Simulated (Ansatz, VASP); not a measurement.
# Two plane-wave programs on ScAl3

```
Sc Al
1.0
     4.18105    0.00000    0.00000
     0.00000    4.18105    0.00000
     0.00000    0.00000    4.18105
Sc Al
1 3
Cartesian
  0.0000 0.0000 0.0000
  2.0905 0.0000 2.0905
  0.0000 2.0905 2.0905
  2.0905 2.0905 0.0000
```

Alike in both runs: task single point; functional r2SCAN; k mesh 7 × 7 × 7; no spin polarisation.

|  | VASP | Ansatz |
| --- | --- | --- |
| version | VASP 6.6.1 | Ansatz 0.2.0 |
| potentials or method | VASP PAW PBE potentials, release 64 (Sc_sv, Al), cutoff 520 eV | plane waves, PAW |
| occupations | fermi-dirac, width 0.1 eV | fermi-dirac |
| valence electrons in the cell | 20 | 20 |

Ansatz gave:

| Item | Value |
| --- | --- |
| pressure (GPa) | -5.6 |

Which values does VASP return?

Pressure (GPa): -5.7.

VASP's potentials were made for PBE, not for r2SCAN.
